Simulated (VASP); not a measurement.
# Al5Rh (F-43m) in VASP: further runs

Runs on Al5Rh. Level: PBE. Tasks: single point, relaxation of cell and atoms.

Everything below comes from runs of VASP 6.6.1. Logs are shortened: lines on timing, memory, paths and dates and some standing lists are left out, and cuts for length are marked.

### Step 1. The cell of the first run

Symmetry: F-43m, No. 216, cubic system. Conventional cell: a = 7.003 Å, b = 7.003 Å, c = 7.003 Å, α = 90.00°, β = 90.00°, γ = 90.00°. Within 3.8 Å of Al (site symmetry -43m) lie 12 Al at 2.90 Å and 4 Rh at 3.03 Å. Within 3.2 Å of Al (site symmetry 3m) lie 9 Al at 2.45 to 2.90 Å and 3 Rh at 2.91 Å. Within 3.8 Å of Rh (site symmetry -43m) lie 16 Al at 2.91 to 3.03 Å.

### Step 2. Single point, PBE

INCAR

```
SYSTEM = Al5Rh
  PREC = Accurate
  ENCUT = 520
  EDIFF = 1E-7
  ISMEAR = 0
  SIGMA = 0.1
  LREAL = .FALSE.
  LASPH = .TRUE.
  NELM = 60
  ALGO = Fast
  ISIF = 2
  LWAVE = .FALSE.
  LCHARG = .FALSE.
  GGA = PE
  NBANDS = 24
```

KPOINTS

```
regular mesh
0
G
  4 4 4
  0 0 0
```

POSCAR

```
Al5Rh
1.0
    0.0000000000      3.5016700700      3.5016700700
    3.5016700700      0.0000000000      3.5016700700
    3.5016700700      3.5016700700      0.0000000000
Al Rh
5 1
Direct
    0.2500000000      0.2500000000      0.2500000000
    0.1283094900      0.6238968400      0.6238968400
    0.6238968400      0.6238968400      0.6238968400
    0.6238968400      0.6238968400      0.1283094900
    0.6238968400      0.1283094900      0.6238968400
    0.0000000000      0.0000000000      0.0000000000
```

Potentials or basis: VASP PAW PBE potentials, release 64 (Al, Rh_pv).

Started as:

```console
$ cat potpaw_PBE.64/Al/POTCAR potpaw_PBE.64/Rh_pv/POTCAR > POTCAR
$ mpirun -np 1 vasp_std > vasp.out
```

OUTCAR:

```text
SYSTEM = Al5Rh
   PREC = Accurate
   ENCUT = 520
   EDIFF = 1E-7
   ISMEAR = 0
   LREAL = .FALSE.
   LASPH = .TRUE.
   NELM = 60
   ISIF = 2
   GGA = PE

 ion  position               nearest neighbor table
   1  0.250  0.250  0.250-   2 2.90   5 2.90   2 2.90   4 2.90   4 2.90   5 2.90   3 2.90   3 2.90
                             3 2.90   2 2.90   4 2.90   5 2.90   6 3.03   6 3.03   6 3.03   6 3.03
   2  0.128  0.624  0.624-   3 2.45   4 2.45   5 2.45   5 2.50   4 2.50   3 2.50   1 2.90   1 2.90
                             1 2.90   6 2.91   6 2.91   6 2.91
   3  0.624  0.624  0.624-   2 2.45   4 2.45   5 2.45   2 2.50   5 2.50   4 2.50   1 2.90   1 2.90
                             1 2.90   6 2.91   6 2.91   6 2.91
   4  0.624  0.624  0.128-   2 2.45   3 2.45   5 2.45   5 2.50   2 2.50   3 2.50   1 2.90   1 2.90
                             1 2.90   6 2.91   6 2.91   6 2.91
   5  0.624  0.128  0.624-   2 2.45   3 2.45   4 2.45   2 2.50   4 2.50   3 2.50   1 2.90   1 2.90
                             1 2.90   6 2.91   6 2.91   6 2.91
   6  0.000  0.000  0.000-   2 2.91   4 2.91   5 2.91   3 2.91   3 2.91   3 2.91   2 2.91   5 2.91
                             5 2.91   2 2.91   4 2.91   4 2.91   1 3.03   1 3.03   1 3.03   1 3.03

  LATTYP: Found a face centered cubic cell.
 ALAT       =     7.0033401400

  Lattice vectors:

 A1 = (   0.0000000000,   3.5016700700,   3.5016700700)
 A2 = (   3.5016700700,   0.0000000000,   3.5016700700)
 A3 = (   3.5016700700,   3.5016700700,   0.0000000000)

Analysis of symmetry for initial positions (statically):
=====================================================================
 Subroutine PRICEL returns:
 Original cell was already a primitive cell.

 Routine SETGRP: Setting up the symmetry group for a
 face centered cubic supercell.

 Subroutine GETGRP returns: Found 24 space group operations
 (whereof 24 operations were pure point group operations)
 out of a pool of 48 trial point group operations.

The static configuration has the point symmetry T_d .

Analysis of symmetry for dynamics (positions and initial velocities):
=====================================================================
 Subroutine PRICEL returns:
 Original cell was already a primitive cell.

 Routine SETGRP: Setting up the symmetry group for a
 face centered cubic supercell.

 Subroutine GETGRP returns: Found 24 space group operations
 (whereof 24 operations were pure point group operations)
 out of a pool of 48 trial point group operations.

The dynamic configuration has the point symmetry T_d .

 Subroutine INISYM returns: Found 24 space group operations
 (whereof 24 operations are pure point group operations),
 and found     1 'primitive' translations

----------------------------------------------------------------------------------------

                                     Primitive cell

  volume of cell :      85.8728

  direct lattice vectors                    reciprocal lattice vectors
     0.000000000  3.501670070  3.501670070    -0.142789009  0.142789009  0.142789009
     3.501670070  0.000000000  3.501670070     0.142789009 -0.142789009  0.142789009
     3.501670070  3.501670070  0.000000000     0.142789009  0.142789009 -0.142789009

  length of vectors
     4.952109304  4.952109304  4.952109304     0.247317819  0.247317819  0.247317819

  position of ions in fractional coordinates (direct lattice)
     0.250000000  0.250000000  0.250000000
     0.128309490  0.623896840  0.623896840
     0.623896840  0.623896840  0.623896840
     0.623896840  0.623896840  0.128309490
     0.623896840  0.128309490  0.623896840
     0.000000000  0.000000000  0.000000000

  ion indices of the primitive-cell ions
   primitive index   ion index
                 1           1
                 2           2
                 3           3
                 4           4
                 5           5
                 6           6

----------------------------------------------------------------------------------------

 KPOINTS: regular mesh

Automatic generation of k-mesh.
 Grid dimensions read from file:
 generate k-points for:    4    4    4

 Generating k-lattice:

  Cartesian coordinates                     Fractional coordinates (reciprocal lattice)
    -0.035697252  0.035697252  0.035697252     0.250000000  0.000000000  0.000000000
     0.035697252 -0.035697252  0.035697252     0.000000000  0.250000000  0.000000000
     0.035697252  0.035697252 -0.035697252     0.000000000  0.000000000  0.250000000

  Length of vectors
     0.061829455  0.061829455  0.061829455

  Shift w.r.t. Gamma in fractional coordinates (k-lattice)
     0.000000000  0.000000000  0.000000000

 Subroutine IBZKPT returns following result:
 ===========================================

 Found      8 irreducible k-points:

 Following reciprocal coordinates:
            Coordinates               Weight
  0.000000  0.000000  0.000000      1.000000
  0.250000  0.000000  0.000000      8.000000
  0.500000  0.000000  0.000000      4.000000
  0.250000  0.250000  0.000000      6.000000
  0.500000  0.250000  0.000000     24.000000
 -0.250000  0.250000  0.000000     12.000000
  0.500000  0.500000  0.000000      3.000000
 -0.250000  0.500000  0.250000      6.000000
   k-points           NKPTS =      8   k-points in BZ     NKDIM =      8   number of bands    NBANDS=     24
   number of dos      NEDOS =    301   number of ions     NIONS =      6
   total plane-waves  NPLWV =  64000
   dimension x,y,z NGX =    40 NGY =   40 NGZ =   40
   dimension x,y,z NGXF=    80 NGYF=   80 NGZF=   80
   ions per type =               5   1
   NGX,Y,Z   is equivalent  to a cutoff of  13.43, 13.43, 13.43 a.u.
   NGXF,Y,Z  is equivalent  to a cutoff of  26.86, 26.86, 26.86 a.u.
 SYSTEM =  Al5Rh
   PREC   = accura    normal or accurate (medium, high low for compatibility)
   ISTART =      0    job   : 0-new  1-cont  2-samecut
   ICHARG =      2    charge: 1-file 2-atom 10-const
   ISPIN  =      1    spin polarized calculation?
   LNONCOLLINEAR =      F non collinear calculations
   LSORBIT =      F    spin-orbit coupling
   LASPH  =      T    aspherical Exc in radial PAW
   ENCUT  =  520.0 eV  38.22 Ry    6.18 a.u.   9.21  9.21  9.21*2*pi/ulx,y,z
   NELM   =     60;   NELMIN=  2; NELMDL= -5     # of ELM steps
   EDIFF  = 0.1E-06   stopping-criterion for ELM
   LREAL  =      F    real-space projection
   EDIFFG = 0.1E-05   stopping-criterion for IOM
   NSW    =      0    number of steps for IOM
   IBRION =     -1    ionic relax: 0-MD 1-quasi-New 2-CG
   NFREE  =      0    steps in history (QN), initial steepest desc. (CG)
   ISIF   =      2    stress and relaxation
   ISYM   =      2    0-nonsym 1-usesym 2-fastsym
   POTIM  = 0.5000    time-step for ionic-motion
   TEBEG  =    0.0;   TEEND  =   0.0 temperature during run
   PSTRESS=    0.0 pullay stress
   NELECT =      30.0000    total number of electrons
   NUPDOWN=      -1.0000    fix difference up-down
   EMIN   =  10.00;   EMAX   =-10.00  energy-range for DOS
   EFERMI =   0.00;   METHOD = LEGACY
   ISMEAR =     0;   SIGMA  =   0.10  broadening in eV -4-tet -1-fermi 0-gaus
   EFERMI_NEDOS =   21; number of points for ismear=-14 and -15
   IALGO  =     68    algorithm
   IMIX   =      4    mixing-type and parameters
     AMIX     =   0.40;   BMIX     =  1.00
     AMIX_MAG =   1.60;   BMIX_MAG =  1.00
  volume/ion in A,a.u.               =      14.31        96.58
  Fermi-wavevector in a.u.,A,eV,Ry     =   1.153002  2.178858 18.087767  1.329413
  Thomas-Fermi vector in A             =   2.289649
   LORBIT       =      0    0 simple, 1 ext, 2 COOP (PROOUT), +10 PAW based schemes
   GGA     = PE    functional components
   LHFCALC =     F    Hartree Fock is set to
   AEXX    =    0.0000 exact exchange contribution
   IVDW    =     0    specifies the selected vdW correction
   LEPSILON=     F    determine dielectric tensor
   LRPA    =     F    only Hartree local field effects (RPA)
 non-spin polarized calculation
 RMM-DIIS sequential band-by-band and
 Gauss-broadening in eV      SIGMA  =   0.10
  energy-cutoff  :      520.00
  volume of cell :       85.87
 maximum number of plane-waves:      2332
 NGX is ok and might be reduce to    40
   NGX = 19   NGY = 19   NGZ = 19

 number of electron      29.9999999 magnetization

 Free energy of the ion-electron system (eV)
  ---------------------------------------------------
  ext. energy  EPLUGINS =         0.00000000
  ---------------------------------------------------
  free energy    TOTEN  =       -25.35495684 eV

  energy without entropy =      -25.31774624  energy(sigma->0) =      -25.33635154

 E-fermi :  10.2666     XC(G=0): -11.2039

 val. band max:       10.2616961623   @ k =   0.0000   0.0000   0.0000
 cond. band min:      10.2713628766   @ k =   0.5000   0.2500   0.0000
 fundamental gap:      0.0096667143
 Fermi energy:        10.2666197691

 k-point     1 :       0.0000    0.0000    0.0000
  band No.  band energies     occupation
      1     -36.5178      2.00000
      2     -36.5178      2.00000
      3     -36.5178      2.00000
      4      -2.0051      2.00000
      5       4.8060      2.00000
      6       5.1939      2.00000
[... 16 lines left out ...]
     23      13.6330      0.00000
     24      19.7248      0.00000

 k-point     2 :       0.2500    0.0000    0.0000
  band No.  band energies     occupation
      1     -36.5180      2.00000
      2     -36.5178      2.00000
      3     -36.5178      2.00000
      4      -1.4583      2.00000
      5       2.7643      2.00000
      6       4.7718      2.00000
[... 16 lines left out ...]
     23      16.0921      0.00000
     24      16.5426      0.00000

 k-point     3 :       0.5000    0.0000    0.0000
  band No.  band energies     occupation
      1     -36.5181      2.00000
      2     -36.5178      2.00000
      3     -36.5178      2.00000
      4      -0.2531      2.00000
      5       0.7243      2.00000
      6       4.5615      2.00000
[... 16 lines left out ...]
     23      16.2006      0.00000
     24      17.1738      0.00000

 k-point     4 :       0.2500    0.2500    0.0000
  band No.  band energies     occupation
      1     -36.5180      2.00000
      2     -36.5178      2.00000
      3     -36.5178      2.00000
      4      -1.2773      2.00000
      5       3.1116      2.00000
      6       3.9451      2.00000
[... 16 lines left out ...]
     23      16.2454      0.00000
     24      16.4014      0.00000

 k-point     5 :       0.5000    0.2500    0.0000
  band No.  band energies     occupation
      1     -36.5181      2.00000
      2     -36.5179      2.00000
      3     -36.5179      2.00000
      4      -0.1290      2.00000
      5       1.4369      2.00000
      6       2.7710      2.00000
[... 16 lines left out ...]
     23      15.7827      0.00000
     24      16.4266      0.00000

 k-point     6 :      -0.2500    0.2500    0.0000
  band No.  band energies     occupation
      1     -36.5180      2.00000
      2     -36.5179      2.00000
      3     -36.5178      2.00000
      4      -0.5981      2.00000
      5       2.0457      2.00000
      6       2.5959      2.00000
[... 16 lines left out ...]
     23      15.8825      0.00000
     24      17.1049      0.00000

 k-point     7 :       0.5000    0.5000    0.0000
  band No.  band energies     occupation
      1     -36.5181      2.00000
      2     -36.5179      2.00000
      3     -36.5179      2.00000
      4       0.5946      2.00000
      5       0.8355      2.00000
      6       3.1388      2.00000
[... 16 lines left out ...]
     23      14.9470      0.00000
     24      15.4095      0.00000

 k-point     8 :      -0.2500    0.5000    0.2500
  band No.  band energies     occupation
      1     -36.5180      2.00000
      2     -36.5180      2.00000
      3     -36.5179      2.00000
      4       0.7729      2.00000
      5       1.0858      2.00000
      6       2.1675      2.00000
[... 16 lines left out ...]
     23      15.1029      0.00000
     24      15.2457      0.00000

------------------------ aborting loop because EDIFF is reached ----------------------------------------

  FORCE on cell =-STRESS in cart. coord.  units (eV):
  Direction    XX          YY          ZZ          XY          YZ          ZX
  --------------------------------------------------------------------------------------
  -------------------------------------------------------------------------------------
  Total        6.7806618      6.7806618      6.7806618      0.0000000      0.0000000      0.0000000
  in kB      126.5106241    126.5106241    126.5106241      0.0000000      0.0000000      0.0000000
  external PRESSURE =     126.5106241 kB  Pullay stress =       0.0000000 kB

 VOLUME and BASIS-vectors are now :
 -----------------------------------------------------------------------------
  energy-cutoff  :      520.00
  volume of cell :       85.87
      direct lattice vectors                 reciprocal lattice vectors
     0.000000000  3.501670070  3.501670070    -0.142789009  0.142789009  0.142789009
     3.501670070  0.000000000  3.501670070     0.142789009 -0.142789009  0.142789009
     3.501670070  3.501670070  0.000000000     0.142789009  0.142789009 -0.142789009

 POSITION                                       TOTAL-FORCE (eV/Angst)
 -----------------------------------------------------------------------------------
      1.75084      1.75084      1.75084         0.000000      0.000000      0.000000
      4.36936      2.63398      2.63398         0.330547     -0.330547     -0.330547
      4.36936      4.36936      4.36936         0.330547      0.330547      0.330547
      2.63398      2.63398      4.36936        -0.330547     -0.330547      0.330547
      2.63398      4.36936      2.63398        -0.330547      0.330547     -0.330547
      0.00000      0.00000      0.00000         0.000000      0.000000      0.000000
 -----------------------------------------------------------------------------------
    total drift:                                0.000004      0.000004      0.000004

  FREE ENERGIE OF THE ION-ELECTRON SYSTEM (eV)
  ---------------------------------------------------
  free  energy   TOTEN  =       -25.3549568357 eV

  energy  without entropy=      -25.3177462444  energy(sigma->0) =      -25.33635154
```

It took 75 s on 1 thread of AMD EPYC 7R13, shared host; peak memory 0.2 GiB.

Results:

* Free energy: -25.3550 eV
* Pressure: 12.7 GPa
* Largest force: 0.573 eV/Å
* Band gap on the k mesh: zero (band 15 reaches 11.92 eV, above the bottom of band 16 at 9.39 eV)

Forces on the atoms (eV/Å):
```
Al   0.000  0.000  0.000
Al   0.331 -0.331 -0.331
Al   0.331  0.331  0.331
Al  -0.331 -0.331  0.331
Al  -0.331  0.331 -0.331
Rh   0.000  0.000  0.000
```

Caveat: the k points lie up to 0.39 Å⁻¹ apart.

### Step 3. Single point, PBE

This run uses another cell than the first one, of 15.97 Å³/atom, 1.116 times its volume.

INCAR

```
SYSTEM = Al5Rh
  PREC = Accurate
  ENCUT = 520
  EDIFF = 1E-6
  ISMEAR = 0
  SIGMA = 0.1
  LREAL = .False.
  LASPH = .True.
  NELM = 100
  ALGO = Normal
  ISIF = 2
  LWAVE = .False.
  LCHARG = .True.
  GGA = PE
  LELF = .True.
  LVHAR = .True.
  NBANDS = 24
```

KPOINTS

```
Automatic mesh
0
Gamma
  4 4 4
  0 0 0
```

POSCAR

```
Al5Rh
1.0
    0.0000000000      3.6322918600      3.6322918600
    3.6322918600      0.0000000000      3.6322918600
    3.6322918600      3.6322918600      0.0000000000
Al Rh
5 1
Direct
    0.2500000000      0.2500000000      0.2500000000
    0.1247594338      0.6250801887      0.6250801887
    0.6250801887      0.6250801887      0.6250801887
    0.6250801887      0.6250801887      0.1247594338
    0.6250801887      0.1247594338      0.6250801887
    0.0000000000      0.0000000000      0.0000000000
```

Potentials or basis: VASP PAW PBE potentials, release 64 (Al, Rh_pv).

Started as:

```console
$ cat potpaw_PBE.64/Al/POTCAR potpaw_PBE.64/Rh_pv/POTCAR > POTCAR
$ mpirun -np 1 vasp_std > vasp.out
```

It took 63 s on 1 thread of AMD EPYC 7R13, shared host; peak memory 0.2 GiB.

Results (log left out):

```yaml
Free_energy: -25.7258 eV
Pressure: 0.0 GPa
Largest_force: 0.005 eV/Å
Band_gap_on_the_k_mesh: zero (band 15 reaches 10.40 eV, above the bottom of band 16 at 8.11 eV)
```

Forces on the atoms (eV/Å):
```
Al   0.000  0.000  0.000
Al   0.003 -0.003 -0.003
Al   0.003  0.003  0.003
Al  -0.003 -0.003  0.003
Al  -0.003  0.003 -0.003
Rh   0.000  0.000  0.000
```

Levels at points of the mesh, in eV from the Fermi level:
```
           k point  band 11  band 12  band 13  band 14  band 15  band 16  band 17  band 18  band 19  band 20
(0.00, 0.00, 0.00)    -2.88    -2.71    -2.71    -2.71    -0.02    -0.02    -0.02     0.51     0.51     0.51
(0.50, 0.00, 0.00)    -3.17    -2.67    -2.67    -0.67    -0.67    -0.62     0.92     2.19     2.19     2.90
(0.50, 0.50, 0.00)    -2.63    -2.63    -2.20    -1.34     1.53     1.71     1.81     1.81     3.00     4.09
```

Caveat: the k points lie up to 0.37 Å⁻¹ apart.

[end of part 1 of 2]
